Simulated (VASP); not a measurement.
Pd: single point with PBEsol

Pd:

```xyz
1
Lattice="0.0000 1.9465 1.9465 1.9465 0.0000 1.9465 1.9465 1.9465 0.0000" Properties=species:S:1:pos:R:3 pbc="T T T"
Pd    0.0000    0.0000    0.0000
```

```
Program                : VASP 6.6.1
Task                   : single point
Functional             : PBEsol
Potentials or basis    : VASP PAW PBE potentials, release 64 (Pd)
Cutoff                 : 520 eV
k mesh                 : 9 × 9 × 9
Occupations            : fermi-dirac, width 0.05 eV
Spin                   : non-collinear spin, zero start, spin-orbit coupling
Starting moments       : [[0.0, 0.0, 0.0]] μB
Dipole correction      : no
Further INCAR settings : ALGO = Fast; EDIFF = 1e-06; NBANDS = 21
```

* Pressure: -3.2 GPa
* Net moment: 0.00 μB per cell
* Valence electrons inside the program's atomic spheres: Pd 9.42

Moments on the atoms (μB; x, y, z):
```
Pd  0.00 0.00 0.00
```

Wall time 33 s on 1 thread of Intel(R) Xeon(R) Platinum 8259CL CPU @ 2.50GHz (Skylake/Cascade Lake), on a shared host, peak memory 0.16 GiB.

Caveat: the PAW data sets were made with another functional, which shifts forces and pressure a little.
